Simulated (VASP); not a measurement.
A run of VASP 6.6.1 is set up as follows.

INCAR

```
PREC     = Accurate       # precision mode
ENCUT    = 600            # plane-wave cutoff, eV
EDIFF    = 1E-6           # SCF threshold, eV
ISMEAR   = -1             # smearing method
SIGMA    = 0.05           # smearing width, eV
LREAL    = False          # projectors in reciprocal space
LASPH    = True           # aspherical terms in the spheres
NELM     = 80             # most SCF steps
ALGO     = Normal         # electronic algorithm
ISIF     = 3              # what is computed and relaxed
LWAVE    = False          # write WAVECAR
LCHARG   = False          # write CHGCAR
GGA      = RP             # functional
IBRION   = 2              # ionic algorithm
NSW      = 80             # ionic steps
EDIFFG   = -0.02          # ionic threshold
```

KPOINTS

```
regular mesh
0
Gamma
  7 7 7
```

Contents of POSCAR:

```
BaS
1.0
    0.0000000000      3.1937500000      3.1937500000
    3.1937500000      0.0000000000      3.1937500000
    3.1937500000      3.1937500000      0.0000000000
Ba S
1 1
Direct
    0.0000000000      0.0000000000      0.0000000000
    0.5000000000      0.5000000000      0.5000000000
```

Potentials or basis: VASP PAW PBE potentials, release 64 (Ba_sv, S).

Launch:

```console
$ cat potpaw_PBE.64/Ba_sv/POTCAR potpaw_PBE.64/S/POTCAR > POTCAR
$ mpirun -np 1 vasp_std > vasp.out
```

Q: What does it give for the relaxed volume?

A: 34.94 Å³/atom.

Q: Estimate the band gap on the k mesh.

A: 2.41 eV (least direct gap 2.58 eV).

Q: Estimate the relaxed cell.

A: a = 4.623 Å, b = 4.623 Å, c = 4.623 Å, α = 60.00°, β = 60.00°, γ = 60.00°.

The path:
| step | energy change (eV) | largest force (eV/Å) | pressure (GPa) | volume (Å³) |
| --- | --- | --- | --- | --- |
| 1 | 0.0000 | 0.0000 | 3.03 | 65.15 |
| 2 | -0.0396 | 0.0000 | -0.62 | 71.13 |
| 3 | -0.0420 | 0.0000 | 0.01 | 69.88 |

Caveat: the PAW data sets were made with another functional, which shifts forces and pressure a little; spin-orbit coupling is left out, which moves the levels of the heavy elements; an odd mesh through Γ misses points on the zone boundary, where band edges can lie. Zero-point motion and thermal expansion aren't in these numbers.
